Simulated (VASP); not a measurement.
Set up this calculation in VASP 6.6.1, as the native input.

- Task: single point
- Functional: PBEsol
- Potentials or basis: VASP PAW PBE potentials, release 64 (Sb)
- Cutoff: 520 eV
- k mesh: 11 × 11 × 11
- Occupations: methfessel-paxton, width 0.1 eV
- Spin: no spin polarisation
- Dipole correction: no
- Further INCAR settings: ALGO = Normal; EDIFF = 1e-06; NBANDS = 12

The structure of Sb lies in POSCAR:

```
Sb
1.0
    0.0000000000      3.4440444181      3.4440444181
    3.4440444181      0.0000000000      3.4440444181
    3.4440444181      3.4440444181      0.0000000000
Sb
2
Direct
    1.0000000000      1.0000000000      1.0000000000
    0.2500000000      0.2500000000      0.2500000000
```

One way to write it, as run:

INCAR

```
SYSTEM = Sb
ALGO = Normal ; EDIFF = 1E-6
ENCUT = 520 ; GGA = PS
ISIF = 2 ; ISMEAR = 1
LASPH = .TRUE. ; LCHARG = .TRUE.
LELF = .TRUE. ; LREAL = .FALSE.
LVHAR = .TRUE. ; LWAVE = .FALSE.
NBANDS = 12 ; NELM = 60
PREC = Accurate ; SIGMA = 0.1
```

KPOINTS

```
k-points
0
G
  11 11 11
  0 0 0
```

Potentials or basis: VASP PAW PBE potentials, release 64 (Sb).

The run is started by

```sh
$ cat potpaw_PBE.64/Sb/POTCAR > POTCAR
$ mpirun -np 1 vasp_std > vasp.out
```

It gave:

- Pressure: -0.3 GPa
- Band gap on the k mesh: zero (band 5 reaches 4.53 eV, above the bottom of band 6 at 3.67 eV)

Caveat: the PAW data sets were made with another functional, which shifts forces and pressure a little; spin-orbit coupling is left out, which moves the levels of the heavy elements.

It took 44 s on 1 thread of Intel(R) Xeon(R) Platinum 8375C CPU @ 2.90GHz (Ice Lake), with other jobs on the host, peak memory 0.22 GiB.
